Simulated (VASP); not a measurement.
# SiO2 (P4_2/mnm) in VASP: a series of runs

Runs on SiO2. Level: LDA. Tasks: single point.

Program: VASP 6.6.1. These are calculated values, not measurements. Logs are shortened: lines on timing, memory, paths and dates and some standing lists are left out, and cuts for length are marked.

## 1. The cell of the first run

It takes space group P4_2/mnm (No. 136, tetragonal). The conventional cell has a = 4.155 Å, b = 4.155 Å, c = 2.470 Å, α = 90.00°, β = 90.00°, γ = 90.00°. Si (site symmetry mmm) has 6 O at 1.68 to 1.80 Å within 2.2 Å. O (site symmetry m2m) has 3 Si at 1.68 to 1.80 Å within 2.2 Å.

## 2. Single point, LDA

Input file INCAR:

```
SYSTEM = SiO2
PREC = Accurate
ENCUT = 520
EDIFF = 1E-7
ISMEAR = 0
SIGMA = 0.05
LREAL = .FALSE.
LASPH = .TRUE.
NELM = 60
ALGO = Normal
ISIF = 2
LWAVE = .FALSE.
LCHARG = .FALSE.
NBANDS = 25
```

Input file KPOINTS:

```
Automatic mesh
0
G
  6 6 8
  0 0 0
```

Input file POSCAR:

```
SiO2
1.0
    4.1551517022      0.0000000000      0.0000000000
    0.0000000000      4.1551517022      0.0000000000
    0.0000000000      0.0000000000      2.4697000000
Si O
2 4
Direct
    0.5000000000      0.5000000000      0.5000000000
    0.0000000000      0.0000000000      0.0000000000
    0.6944252994      0.6944252994      0.0000000000
    0.1944252994      0.8055747006      0.5000000000
    0.3055747006      0.3055747006      0.0000000000
    0.8055747006      0.1944252994      0.5000000000
```

Potentials or basis: VASP PAW LDA potentials, release 64 (Si, O).

Started as:

```console
cat potpaw_LDA.64/Si/POTCAR potpaw_LDA.64/O/POTCAR > POTCAR
mpirun -np 1 vasp_std > vasp.out
```

OUTCAR:

```text
SYSTEM = SiO2
   PREC = Accurate
   ENCUT = 520
   EDIFF = 1E-7
   ISMEAR = 0
   LREAL = .FALSE.
   LASPH = .TRUE.
   NELM = 60
   ISIF = 2

 ion  position               nearest neighbor table
   1  0.500  0.500  0.500-   3 1.68   5 1.68   3 1.68   5 1.68   4 1.80   6 1.80
   2  0.000  0.000  0.000-   4 1.68   6 1.68   4 1.68   6 1.68   5 1.80   3 1.80
   3  0.694  0.694  0.000-   1 1.68   1 1.68   2 1.80
   4  0.194  0.806  0.500-   2 1.68   2 1.68   1 1.80
   5  0.306  0.306  0.000-   1 1.68   1 1.68   2 1.80
   6  0.806  0.194  0.500-   2 1.68   2 1.68   1 1.80

  LATTYP: Found a simple tetragonal cell.
 ALAT       =     4.1551517022
 C/A-ratio  =     0.5943705975

  Lattice vectors:

 A1 = (   4.1551517022,   0.0000000000,   0.0000000000)
 A2 = (   0.0000000000,   4.1551517022,   0.0000000000)
 A3 = (   0.0000000000,   0.0000000000,   2.4697000000)

Analysis of symmetry for initial positions (statically):
=====================================================================
 Subroutine PRICEL returns:
 Original cell was already a primitive cell.

 Routine SETGRP: Setting up the symmetry group for a
 simple tetragonal supercell.

 Subroutine GETGRP returns: Found 16 space group operations
 (whereof  8 operations were pure point group operations)
 out of a pool of 16 trial point group operations.

The static configuration has the point symmetry D_2h.
 The point group associated with its full space group is D_4h.

Analysis of symmetry for dynamics (positions and initial velocities):
=====================================================================
 Subroutine PRICEL returns:
 Original cell was already a primitive cell.

 Routine SETGRP: Setting up the symmetry group for a
 simple tetragonal supercell.

 Subroutine GETGRP returns: Found 16 space group operations
 (whereof  8 operations were pure point group operations)
 out of a pool of 16 trial point group operations.

The dynamic configuration has the point symmetry D_2h.
 The point group associated with its full space group is D_4h.

 Subroutine INISYM returns: Found 16 space group operations
 (whereof  8 operations are pure point group operations),
 and found     1 'primitive' translations

----------------------------------------------------------------------------------------

                                     Primitive cell

  volume of cell :      42.6401

  direct lattice vectors                    reciprocal lattice vectors
     4.155151702  0.000000000  0.000000000     0.240665100  0.000000000  0.000000000
     0.000000000  4.155151702  0.000000000     0.000000000  0.240665100  0.000000000
     0.000000000  0.000000000  2.469700000     0.000000000  0.000000000  0.404907479

  length of vectors
     4.155151702  4.155151702  2.469700000     0.240665100  0.240665100  0.404907479

  position of ions in fractional coordinates (direct lattice)
     0.500000000  0.500000000  0.500000000
     0.000000000  0.000000000  0.000000000
     0.694425299  0.694425299  0.000000000
     0.194425299  0.805574701  0.500000000
     0.305574701  0.305574701  0.000000000
     0.805574701  0.194425299  0.500000000

  ion indices of the primitive-cell ions
   primitive index   ion index
                 1           1
                 2           2
                 3           3
                 4           4
                 5           5
                 6           6

----------------------------------------------------------------------------------------

 KPOINTS: Automatic mesh

Automatic generation of k-mesh.
 Grid dimensions read from file:
 generate k-points for:    6    6    8

 Generating k-lattice:

  Cartesian coordinates                     Fractional coordinates (reciprocal lattice)
     0.040110850  0.000000000  0.000000000     0.166666667  0.000000000  0.000000000
     0.000000000  0.040110850  0.000000000     0.000000000  0.166666667  0.000000000
     0.000000000  0.000000000  0.050613435     0.000000000  0.000000000  0.125000000

  Length of vectors
     0.040110850  0.040110850  0.050613435

  Shift w.r.t. Gamma in fractional coordinates (k-lattice)
     0.000000000  0.000000000  0.000000000

 Subroutine IBZKPT returns following result:
 ===========================================

 Found     50 irreducible k-points:

 Following reciprocal coordinates:
            Coordinates               Weight
  0.000000  0.000000  0.000000      1.000000
  0.166667  0.000000  0.000000      4.000000
  0.333333  0.000000  0.000000      4.000000
  0.500000  0.000000  0.000000      2.000000
  0.166667  0.166667  0.000000      4.000000
  0.333333  0.166667  0.000000      8.000000
[... 16 lines left out ...]
  0.333333  0.000000  0.250000      8.000000
  0.500000  0.000000  0.250000      4.000000
 [... further k-points ...]
   k-points           NKPTS =     50   k-points in BZ     NKDIM =     50   number of bands    NBANDS=     25
   number of dos      NEDOS =    301   number of ions     NIONS =      6
   total plane-waves  NPLWV =  18432
   dimension x,y,z NGX =    32 NGY =   32 NGZ =   18
   dimension x,y,z NGXF=    64 NGYF=   64 NGZF=   36
   ions per type =               2   4
   NGX,Y,Z   is equivalent  to a cutoff of  12.80, 12.80, 12.12 a.u.
   NGXF,Y,Z  is equivalent  to a cutoff of  25.61, 25.61, 24.23 a.u.
 SYSTEM =  SiO2
   PREC   = accura    normal or accurate (medium, high low for compatibility)
   ISTART =      0    job   : 0-new  1-cont  2-samecut
   ICHARG =      2    charge: 1-file 2-atom 10-const
   ISPIN  =      1    spin polarized calculation?
   LNONCOLLINEAR =      F non collinear calculations
   LSORBIT =      F    spin-orbit coupling
   LASPH  =      T    aspherical Exc in radial PAW
   ENCUT  =  520.0 eV  38.22 Ry    6.18 a.u.   7.73  7.73  4.59*2*pi/ulx,y,z
   NELM   =     60;   NELMIN=  2; NELMDL= -5     # of ELM steps
   EDIFF  = 0.1E-06   stopping-criterion for ELM
   LREAL  =      F    real-space projection
   EDIFFG = 0.1E-05   stopping-criterion for IOM
   NSW    =      0    number of steps for IOM
   IBRION =     -1    ionic relax: 0-MD 1-quasi-New 2-CG
   NFREE  =      0    steps in history (QN), initial steepest desc. (CG)
   ISIF   =      2    stress and relaxation
   ISYM   =      2    0-nonsym 1-usesym 2-fastsym
   POTIM  = 0.5000    time-step for ionic-motion
   TEBEG  =    0.0;   TEEND  =   0.0 temperature during run
   PSTRESS=    0.0 pullay stress
   NELECT =      32.0000    total number of electrons
   NUPDOWN=      -1.0000    fix difference up-down
   EMIN   =  10.00;   EMAX   =-10.00  energy-range for DOS
   EFERMI =   0.00;   METHOD = LEGACY
   ISMEAR =     0;   SIGMA  =   0.05  broadening in eV -4-tet -1-fermi 0-gaus
   EFERMI_NEDOS =   21; number of points for ismear=-14 and -15
   IALGO  =     38    algorithm
   IMIX   =      4    mixing-type and parameters
     AMIX     =   0.40;   BMIX     =  1.00
     AMIX_MAG =   1.60;   BMIX_MAG =  1.00
  volume/ion in A,a.u.               =       7.11        47.96
  Fermi-wavevector in a.u.,A,eV,Ry     =   1.487712  2.811368 30.113593  2.213287
  Thomas-Fermi vector in A             =   2.600838
   LORBIT       =      0    0 simple, 1 ext, 2 COOP (PROOUT), +10 PAW based schemes
   GGA     = CA    functional components
   LHFCALC =     F    Hartree Fock is set to
   AEXX    =    0.0000 exact exchange contribution
   IVDW    =     0    specifies the selected vdW correction
   LEPSILON=     F    determine dielectric tensor
   LRPA    =     F    only Hartree local field effects (RPA)
 non-spin polarized calculation
 Gauss-broadening in eV      SIGMA  =   0.05
  energy-cutoff  :      520.00
  volume of cell :       42.64
 maximum number of plane-waves:      1178
 NGX is ok and might be reduce to    32

 number of electron      31.9999967 magnetization

 Free energy of the ion-electron system (eV)
  ---------------------------------------------------
  ext. energy  EPLUGINS =         0.00000000
  ---------------------------------------------------
  free energy    TOTEN  =       -51.25371175 eV

  energy without entropy =      -51.25371175  energy(sigma->0) =      -51.25371175

 E-fermi :   9.4541     XC(G=0): -13.1643

 val. band max:        9.2124197668   @ k =   0.0000   0.0000   0.0000
 cond. band min:      16.5970650851   @ k =   0.0000   0.0000   0.0000
 fundamental gap:      7.3846453183
 Fermi energy:         9.4541194158

 k-point     1 :       0.0000    0.0000    0.0000
  band No.  band energies     occupation
      1     -14.1727      2.00000
      2     -10.1477      2.00000
      3     -10.1477      2.00000
      4     -10.0283      2.00000
      5      -2.2021      2.00000
      6       1.8433      2.00000
[... 17 lines left out ...]
     24      23.9595      0.00000
     25      25.5473      0.00000

 k-point     2 :       0.1667    0.0000    0.0000
  band No.  band energies     occupation
      1     -14.0196      2.00000
      2     -10.9692      2.00000
      3     -10.0640      2.00000
      4      -9.5256      2.00000
      5      -2.0890      2.00000
      6       1.1186      2.00000
[... 17 lines left out ...]
     24      23.2540      0.00000
     25      25.3010      0.00000

 k-point     3 :       0.3333    0.0000    0.0000
  band No.  band energies     occupation
      1     -13.5702      2.00000
      2     -11.9525      2.00000
      3      -9.8392      2.00000
      4      -9.3872      2.00000
      5      -1.7037      2.00000
      6      -0.0092      2.00000
[... 17 lines left out ...]
     24      23.7539      0.00000
     25      24.7434      0.00000

 k-point     4 :       0.5000    0.0000    0.0000
  band No.  band energies     occupation
      1     -12.8589      2.00000
      2     -12.8589      2.00000
      3      -9.5601      2.00000
      4      -9.5601      2.00000
      5      -0.9973      2.00000
      6      -0.9973      2.00000
[... 17 lines left out ...]
     24      24.3345      0.00000
     25      24.8041      0.00000
[... 477 lines left out ...]
 k-point    22 :       0.1667    0.0000    0.2500
  band No.  band energies     occupation
      1     -13.0299      2.00000
      2     -10.3720      2.00000
      3      -9.5177      2.00000
      4      -9.2527      2.00000
      5      -1.5369      2.00000
      6       1.4527      2.00000
[... 17 lines left out ...]
     24      23.8457      0.00000
     25      24.0645      0.00000

 k-point    23 :       0.3333    0.0000    0.2500
  band No.  band energies     occupation
      1     -12.6194      2.00000
      2     -11.1877      2.00000
      3      -9.3711      2.00000
      4      -9.1278      2.00000
      5      -0.9262      2.00000
      6       0.6269      2.00000
[... 17 lines left out ...]
     24      23.6204      0.00000
     25      23.6912      0.00000

 k-point    24 :       0.5000    0.0000    0.2500
  band No.  band energies     occupation
      1     -11.9794      2.00000
      2     -11.9794      2.00000
      3      -9.2054      2.00000
      4      -9.2054      2.00000
      5      -0.1807      2.00000
      6      -0.1807      2.00000
[... 17 lines left out ...]
     24      23.3021      0.00000
     25      23.8894      0.00000

 [... further k-points ...]
[... 5 lines left out ...]
  --------------------------------------------------------------------------------------
  -------------------------------------------------------------------------------------
  Total        4.8597486      4.8597486     19.2972556      0.0000000      0.0000000      0.0000000
  in kB      182.6023738    182.6023738    725.0837305      0.0000000      0.0000000      0.0000000
  external PRESSURE =     363.4294927 kB  Pullay stress =       0.0000000 kB

 VOLUME and BASIS-vectors are now :
 -----------------------------------------------------------------------------
  energy-cutoff  :      520.00
  volume of cell :       42.64
      direct lattice vectors                 reciprocal lattice vectors
     4.155151702  0.000000000  0.000000000     0.240665100  0.000000000  0.000000000
     0.000000000  4.155151702  0.000000000     0.000000000  0.240665100  0.000000000
     0.000000000  0.000000000  2.469700000     0.000000000  0.000000000  0.404907479

 POSITION                                       TOTAL-FORCE (eV/Angst)
 -----------------------------------------------------------------------------------
      2.07758      2.07758      1.23485        -0.000000      0.000000     -0.000000
      0.00000      0.00000      0.00000        -0.000000      0.000000     -0.000000
      2.88544      2.88544      0.00000         0.290953      0.290953     -0.000000
      0.80787      3.34729      1.23485         0.290953     -0.290953      0.000000
      1.26971      1.26971      0.00000        -0.290953     -0.290953      0.000000
      3.34729      0.80787      1.23485        -0.290953      0.290953     -0.000000
 -----------------------------------------------------------------------------------
    total drift:                                0.000000      0.000000     -0.000000

  FREE ENERGIE OF THE ION-ELECTRON SYSTEM (eV)
  ---------------------------------------------------
  free  energy   TOTEN  =       -51.2537117474 eV

  energy  without entropy=      -51.2537117474  energy(sigma->0) =      -51.25371175
```

It took 15 s on 1 thread of Intel Xeon 6975P-C (Granite Rapids), shared host; peak memory 0.15 GiB.

What came out:

```yaml
Free_energy: -51.2537 eV
Pressure: 36.3 GPa
Largest_force: 0.411 eV/Å
Band_gap_on_the_k_mesh: 7.38 eV, direct
```

Forces on the atoms (eV/Å):
```
Si   0.000  0.000  0.000
Si   0.000  0.000  0.000
O    0.291  0.291  0.000
O    0.291 -0.291  0.000
O   -0.291 -0.291  0.000
O   -0.291  0.291  0.000
```

## 3. Single point, LDA

This run uses another cell than the first one, of the same volume but with other edges.

Input file INCAR:

```
  ALGO = Normal
  EDIFF = 1E-6
  ENCUT = 520
  ISIF = 2
  ISMEAR = 0
  LASPH = T
  LCHARG = T
  LELF = T
  LREAL = F
  LVHAR = T
  LWAVE = F
  NBANDS = 25
  NELM = 100
  PREC = Accurate
  SIGMA = 0.05
```

Input file KPOINTS:

```
k-points
0
Gamma
  6 6 8
```

POSCAR: that of step 2 with these lines changed.

```diff
@@ -2,5 +2,5 @@
 1.0
-    4.1551517022      0.0000000000      0.0000000000
-    0.0000000000      4.1551517022      0.0000000000
-    0.0000000000      0.0000000000      2.4697000000
+    4.0554000000      0.0000000000      0.0000000000
+    0.0000000000      4.0554000000      0.0000000000
+    0.0000000000      0.0000000000      2.5974000000
 Si O
```

Potentials or basis: VASP PAW LDA potentials, release 64 (Si, O).

Started as:

```console
cat potpaw_LDA.64/Si/POTCAR potpaw_LDA.64/O/POTCAR > POTCAR
mpirun -np 1 vasp_std > vasp.out
```

It took 16 s on 1 thread of Intel Xeon 6975P-C (Granite Rapids), shared host; peak memory 0.15 GiB.

It converged, with:

```yaml
Free_energy: -51.6655 eV
Pressure: 30.0 GPa
Largest_force: 0.559 eV/Å
Band_gap_on_the_k_mesh: 6.67 eV, direct
```

Forces on the atoms (eV/Å):
```
Si   0.000  0.000  0.000
Si   0.000  0.000  0.000
O    0.395  0.395  0.000
O    0.395 -0.395  0.000
O   -0.395 -0.395  0.000
O   -0.395  0.395  0.000
```

Stress tensor (GPa, compression positive):
```
27.74  0.00  0.00
 0.00 27.74  0.00
 0.00  0.00 34.44
```

Levels at points of the mesh, in eV from the valence-band top:
| k point | band 14 | band 15 | band 16 | band 17 | band 18 | band 19 |
| --- | --- | --- | --- | --- | --- | --- |
| (0.00, 0.00, 0.00) | -0.95 | -0.95 | 0.00 | 6.67 | 7.20 | 9.00 |
| (0.50, 0.00, 0.00) | -2.92 | -1.17 | -1.17 | 8.59 | 8.59 | 9.60 |
| (0.50, 0.50, 0.00) | -2.93 | -2.61 | -2.61 | 8.24 | 8.24 | 10.64 |
| (0.00, 0.00, 0.50) | -3.62 | -3.04 | -3.04 | 10.06 | 10.06 | 13.25 |
| (0.50, 0.00, 0.50) | -2.53 | -2.02 | -2.02 | 9.43 | 9.43 | 10.71 |
| (0.50, 0.50, 0.50) | -1.94 | -1.77 | -1.77 | 8.12 | 8.12 | 11.39 |

(Part 1 of 2 ends here.)
